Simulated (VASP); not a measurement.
# EuMn3 (Pm-3m) in VASP: single point with PBE+U

Aim: the single point of EuMn3 with PBE+U.

Everything below comes from runs of VASP 6.6.1. Logs are shortened: lines on timing, memory, paths and dates and some standing lists are left out, and cuts for length are marked.

### 1 The cell of the first run

Symmetry: Pm-3m, No. 221, cubic system. Conventional cell: a = 4.255 Å, b = 4.255 Å, c = 4.255 Å, α = 90.00°, β = 90.00°, γ = 90.00°. Eu (site symmetry m-3m) has 12 Mn at 3.01 Å within 4.0 Å. Within 4.0 Å of Mn (site symmetry 4/mmm) lie 4 Eu at 3.01 Å and 8 Mn at 3.01 Å.

### 2 Single point, PBE+U, collinear spin, ferrimagnetic start (19.25 Å³/atom)

The input, INCAR:

```
  ALGO = Normal
  EDIFF = 1E-6
  ENCUT = 520
  GGA = PE
  ISIF = 2
  ISMEAR = 0
  ISPIN = 2
  LASPH = True
  LCHARG = True
  LDAU = True
  LDAUJ = 0 0
  LDAUL = 3 -1
  LDAUPRINT = 1
  LDAUTYPE = 2
  LDAUU = 6 0
  LELF = True
  LMAXMIX = 6
  LORBIT = 11
  LREAL = False
  LVHAR = True
  LWAVE = False
  MAGMOM = 7.56 -3.96 -3.96 -3.96
  NBANDS = 40
  NELM = 150
  PREC = Accurate
  SIGMA = 0.05
```

The input, KPOINTS:

```
k-points
0
Gamma
  8 8 8
```

The input, POSCAR:

```
EuMn3
1.0
    4.2545228749      0.0000000000      0.0000000000
    0.0000000000      4.2545228749      0.0000000000
    0.0000000000      0.0000000000      4.2545228749
Eu Mn
1 3
Direct
    0.0000000000      0.0000000000      0.0000000000
    0.0000000000      0.5000000000      0.5000000000
    0.5000000000      0.5000000000      0.0000000000
    0.5000000000      0.0000000000      0.5000000000
```

Potentials or basis: VASP PAW PBE potentials, release 64 (Eu, Mn_pv).

Launch:

```console
cat potpaw_PBE.64/Eu/POTCAR potpaw_PBE.64/Mn_pv/POTCAR > POTCAR
mpirun -np 1 vasp_std > vasp.out
```

OUTCAR:

```text
EDIFF = 1E-6
   ENCUT = 520
   GGA = PE
   ISIF = 2
   ISMEAR = 0
   ISPIN = 2
   LASPH = True
   LORBIT = 11
   LREAL = False
   NELM = 150
   PREC = Accurate

 ion  position               nearest neighbor table
   1  0.000  0.000  0.000-   2 3.01   3 3.01   4 3.01   2 3.01   4 3.01   2 3.01   3 3.01   2 3.01
                             3 3.01   4 3.01   4 3.01   3 3.01
   2  0.000  0.500  0.500-   1 3.01   3 3.01   4 3.01   1 3.01   3 3.01   1 3.01   4 3.01   1 3.01
                             3 3.01   4 3.01   3 3.01   4 3.01
   3  0.500  0.500  0.000-   1 3.01   2 3.01   4 3.01   2 3.01   4 3.01   1 3.01   4 3.01   4 3.01
                             1 3.01   2 3.01   2 3.01   1 3.01
   4  0.500  0.000  0.500-   1 3.01   2 3.01   3 3.01   1 3.01   3 3.01   2 3.01   3 3.01   3 3.01
                             1 3.01   2 3.01   1 3.01   2 3.01

  LATTYP: Found a simple cubic cell.
 ALAT       =     4.2545228749

  Lattice vectors:

 A1 = (   4.2545228749,   0.0000000000,   0.0000000000)
 A2 = (   0.0000000000,   4.2545228749,   0.0000000000)
 A3 = (   0.0000000000,   0.0000000000,   4.2545228749)

Analysis of symmetry for initial positions (statically):
=====================================================================
 Subroutine PRICEL returns:
 Original cell was already a primitive cell.

 Routine SETGRP: Setting up the symmetry group for a
 simple cubic supercell.

 Subroutine GETGRP returns: Found 48 space group operations
 (whereof 48 operations were pure point group operations)
 out of a pool of 48 trial point group operations.

The static configuration has the point symmetry O_h .

Analysis of symmetry for dynamics (positions and initial velocities):
=====================================================================
 Subroutine PRICEL returns:
 Original cell was already a primitive cell.

 Routine SETGRP: Setting up the symmetry group for a
 simple cubic supercell.

 Subroutine GETGRP returns: Found 48 space group operations
 (whereof 48 operations were pure point group operations)
 out of a pool of 48 trial point group operations.

The dynamic configuration has the point symmetry O_h .

Analysis of structural, dynamic, and magnetic symmetry:
=====================================================================
 Subroutine PRICEL returns:
 Original cell was already a primitive cell.

 Routine SETGRP: Setting up the symmetry group for a
 simple cubic supercell.

 Subroutine GETGRP returns: Found 48 space group operations
 (whereof 48 operations were pure point group operations)
 out of a pool of 48 trial point group operations.

The overall configuration has the point symmetry O_h .

 Subroutine INISYM returns: Found 48 space group operations
 (whereof 48 operations are pure point group operations),
 and found     1 'primitive' translations

[... 137 lines left out ...]
 maximum number of plane-waves:      2103
 NGX is ok and might be reduce to    32
   NGX = 15   NGY = 15   NGZ = 15

atom =   1  type =  1  l = 3

 onsite density matrix

spin component  1

  0.9535  0.0000 -0.0074 -0.0000  0.0000  0.0000 -0.0000
  0.0000  0.8974 -0.0000  0.0000  0.0000 -0.0000 -0.0000
 -0.0074 -0.0000  0.9573 -0.0000  0.0000 -0.0000  0.0000
 -0.0000  0.0000 -0.0000  0.9478 -0.0000  0.0000  0.0000
  0.0000  0.0000  0.0000 -0.0000  0.9573  0.0000  0.0074
  0.0000 -0.0000 -0.0000  0.0000  0.0000  0.9630 -0.0000
 -0.0000 -0.0000  0.0000  0.0000  0.0074 -0.0000  0.9535

spin component  2

  0.0021 -0.0000 -0.0002  0.0000 -0.0000 -0.0000  0.0000
 -0.0000  0.0028  0.0000 -0.0000 -0.0000  0.0000  0.0000
 -0.0002  0.0000  0.0022  0.0000 -0.0000  0.0000 -0.0000
  0.0000 -0.0000  0.0000  0.0020  0.0000 -0.0000  0.0000
 -0.0000 -0.0000 -0.0000  0.0000  0.0022  0.0000  0.0002
 -0.0000  0.0000  0.0000 -0.0000  0.0000  0.0024 -0.0000
  0.0000  0.0000 -0.0000  0.0000  0.0002 -0.0000  0.0021

 occupancies and eigenvectors

  o =  0.0020  v =  0.0000  0.0000  0.0000  0.0000  0.0000  0.0000  0.0000  0.0031  0.0000  0.0024 -0.0000  0.6124  0.0000 -0.7906      0.0000  0.0000  0.0000  0.0000  0.0000  0.0000  0.0000  0.0000  0.0000  0.0000  0.0000  0.0000  0.0000  0.0000
  o =  0.0020  v =  0.0000  0.0000  0.0000  0.0000  0.0000  0.0000  0.0000  0.7906 -0.0000  0.6124 -0.0000 -0.0024 -0.0000  0.0031      0.0000  0.0000  0.0000  0.0000  0.0000  0.0000  0.0000  0.0000  0.0000  0.0000  0.0000  0.0000  0.0000  0.0000
  o =  0.0020  v =  0.0000  0.0000  0.0000  0.0000  0.0000  0.0000  0.0000 -0.0000 -0.0000 -0.0000 -1.0000 -0.0000 -0.0000  0.0000      0.0000  0.0000  0.0000  0.0000  0.0000  0.0000  0.0000  0.0000  0.0000  0.0000  0.0000  0.0000  0.0000  0.0000
  o =  0.0024  v =  0.0000  0.0000  0.0000  0.0000  0.0000  0.0000  0.0000  0.0017  0.0000 -0.0022 -0.0000 -0.7906  0.0000 -0.6124      0.0000  0.0000  0.0000  0.0000  0.0000  0.0000  0.0000  0.0000  0.0000  0.0000  0.0000  0.0000  0.0000  0.0000
  o =  0.0024  v =  0.0000  0.0000  0.0000  0.0000  0.0000  0.0000  0.0000 -0.6124 -0.0000  0.7906 -0.0000 -0.0022 -0.0000 -0.0017      0.0000  0.0000  0.0000  0.0000  0.0000  0.0000  0.0000  0.0000  0.0000  0.0000  0.0000  0.0000  0.0000  0.0000
  o =  0.0024  v =  0.0000  0.0000  0.0000  0.0000  0.0000  0.0000  0.0000  0.0000  0.0000 -0.0000  0.0000 -0.0000 -1.0000 -0.0000      0.0000  0.0000  0.0000  0.0000  0.0000  0.0000  0.0000  0.0000  0.0000  0.0000  0.0000  0.0000  0.0000  0.0000
  o =  0.0028  v =  0.0000  0.0000  0.0000  0.0000  0.0000  0.0000  0.0000 -0.0000  1.0000  0.0000 -0.0000 -0.0000  0.0000  0.0000      0.0000  0.0000  0.0000  0.0000  0.0000  0.0000  0.0000  0.0000  0.0000  0.0000  0.0000  0.0000  0.0000  0.0000
  o =  0.8974  v =  0.0000 -1.0000 -0.0000  0.0000 -0.0000  0.0000  0.0000  0.0000  0.0000  0.0000  0.0000  0.0000  0.0000  0.0000      0.0000  0.0000  0.0000  0.0000  0.0000  0.0000  0.0000  0.0000  0.0000  0.0000  0.0000  0.0000  0.0000  0.0000
  o =  0.9478  v =  0.0000 -0.0000  0.0000 -1.0000  0.0000  0.0000 -0.0000  0.0000  0.0000  0.0000  0.0000  0.0000  0.0000  0.0000      0.0000  0.0000  0.0000  0.0000  0.0000  0.0000  0.0000  0.0000  0.0000  0.0000  0.0000  0.0000  0.0000  0.0000
  o =  0.9478  v = -0.7906  0.0000 -0.6124 -0.0000  0.0000  0.0000 -0.0000  0.0000  0.0000  0.0000  0.0000  0.0000  0.0000  0.0000      0.0000  0.0000  0.0000  0.0000  0.0000  0.0000  0.0000  0.0000  0.0000  0.0000  0.0000  0.0000  0.0000  0.0000
  o =  0.9478  v =  0.0000  0.0000 -0.0000 -0.0000 -0.6124 -0.0000  0.7906  0.0000  0.0000  0.0000  0.0000  0.0000  0.0000  0.0000      0.0000  0.0000  0.0000  0.0000  0.0000  0.0000  0.0000  0.0000  0.0000  0.0000  0.0000  0.0000  0.0000  0.0000
  o =  0.9630  v =  0.0000 -0.0000 -0.0000 -0.0000  0.0000 -1.0000  0.0000  0.0000  0.0000  0.0000  0.0000  0.0000  0.0000  0.0000      0.0000  0.0000  0.0000  0.0000  0.0000  0.0000  0.0000  0.0000  0.0000  0.0000  0.0000  0.0000  0.0000  0.0000
  o =  0.9630  v = -0.6124 -0.0000  0.7906  0.0000 -0.0000 -0.0000  0.0000  0.0000  0.0000  0.0000  0.0000  0.0000  0.0000  0.0000      0.0000  0.0000  0.0000  0.0000  0.0000  0.0000  0.0000  0.0000  0.0000  0.0000  0.0000  0.0000  0.0000  0.0000
  o =  0.9630  v =  0.0000 -0.0000 -0.0000 -0.0000 -0.7906 -0.0000 -0.6124  0.0000  0.0000  0.0000  0.0000  0.0000  0.0000  0.0000      0.0000  0.0000  0.0000  0.0000  0.0000  0.0000  0.0000  0.0000  0.0000  0.0000  0.0000  0.0000  0.0000  0.0000

 number of electron      56.0000068 magnetization      -3.7109407

 Free energy of the ion-electron system (eV)
  ---------------------------------------------------
  ext. energy  EPLUGINS =         0.00000000
  ---------------------------------------------------
  free energy    TOTEN  =       -35.07316988 eV

  energy without entropy =      -35.06559267  energy(sigma->0) =      -35.06938128

 E-fermi :   5.2118     XC(G=0): -11.2100

 val. band max:        5.2092045864   @ k =   0.3750   0.2500   0.1250
 cond. band min:       5.2189959543   @ k =   0.5000   0.5000   0.2500
 fundamental gap:      0.0097913679
 Fermi energy:         5.2117719273

 spin component 1

 k-point     1 :       0.0000    0.0000    0.0000
  band No.  band energies     occupation
      1     -40.6386      1.00000
      2     -40.6386      1.00000
      3     -40.6386      1.00000
      4     -40.6148      1.00000
      5     -40.6148      1.00000
      6     -40.6148      1.00000
[... 2057 lines left out ...]
     39      13.2730      0.00000
     40      13.4992      0.00000

 [... further k-points ...]

------------------------ aborting loop because EDIFF is reached ----------------------------------------

  FORCE on cell =-STRESS in cart. coord.  units (eV):
  Direction    XX          YY          ZZ          XY          YZ          ZX
  --------------------------------------------------------------------------------------
  -------------------------------------------------------------------------------------
  Total       -1.0837885     -1.0837885     -1.0837885      0.0000000      0.0000000     -0.0000000
  in kB      -22.5477157    -22.5477157    -22.5477157      0.0000000      0.0000000     -0.0000000
  external PRESSURE =     -22.5477157 kB  Pullay stress =       0.0000000 kB

 VOLUME and BASIS-vectors are now :
 -----------------------------------------------------------------------------
  energy-cutoff  :      520.00
  volume of cell :       77.01
      direct lattice vectors                 reciprocal lattice vectors
     4.254522875  0.000000000  0.000000000     0.235043982  0.000000000  0.000000000
     0.000000000  4.254522875  0.000000000     0.000000000  0.235043982  0.000000000
     0.000000000  0.000000000  4.254522875     0.000000000  0.000000000  0.235043982

 POSITION                                       TOTAL-FORCE (eV/Angst)
 -----------------------------------------------------------------------------------
      0.00000      0.00000      0.00000         0.000000      0.000000      0.000000
      0.00000      2.12726      2.12726         0.000000      0.000000      0.000000
      2.12726      2.12726      0.00000         0.000000      0.000000      0.000000
      2.12726      0.00000      2.12726         0.000000      0.000000      0.000000
 -----------------------------------------------------------------------------------
    total drift:                                0.000000     -0.000000     -0.000000

  FREE ENERGIE OF THE ION-ELECTRON SYSTEM (eV)
  ---------------------------------------------------
  free  energy   TOTEN  =       -35.0731698828 eV

  energy  without entropy=      -35.0655926729  energy(sigma->0) =      -35.06938128

 total charge

# of ion       s       p       d       f       tot
--------------------------------------------------
    1        2.091   5.715   0.561   6.638  15.004
    2        0.324   6.157   4.980   0.000  11.461
    3        0.324   6.157   4.980   0.000  11.461
    4        0.324   6.157   4.980   0.000  11.461
--------------------------------------------------
tot          3.064  24.185  15.501   6.638  49.388

 magnetization (x)

# of ion       s       p       d       f       tot
--------------------------------------------------
    1        0.009  -0.114   0.219   6.607   6.722
    2       -0.004  -0.000  -3.510   0.000  -3.514
    3       -0.004  -0.000  -3.510   0.000  -3.514
    4       -0.004  -0.000  -3.510   0.000  -3.514
--------------------------------------------------
tot         -0.003  -0.114 -10.310   6.607  -3.820
```

It took 17 min on 1 thread of Intel Xeon 8259CL, shared host; peak memory 0.33 GiB.

Results:

```yaml
Free_energy: -35.0732 eV
Pressure: -2.3 GPa
Net_moment: -3.71 μB per cell
Site_moments: Eu +6.72; Mn -3.51 μB
Valence_electrons_inside_the_program's_atomic_spheres: Eu 15.00; Mn 11.46
```

Eigenvalues of the final occupation matrices:
| site | spin | trace | eigenvalues |
| --- | --- | --- | --- |
| site 1 f | 1 | 6.63 | 0.90 0.95 0.95 0.95 0.96 0.96 0.96 |
| site 1 f | 2 | 0.02 | 0.00 0.00 0.00 0.00 0.00 0.00 0.00 |

Caveat: spin-orbit coupling is left out, which moves the levels of the heavy elements. The state reached can hang on the start; a lower one may exist.
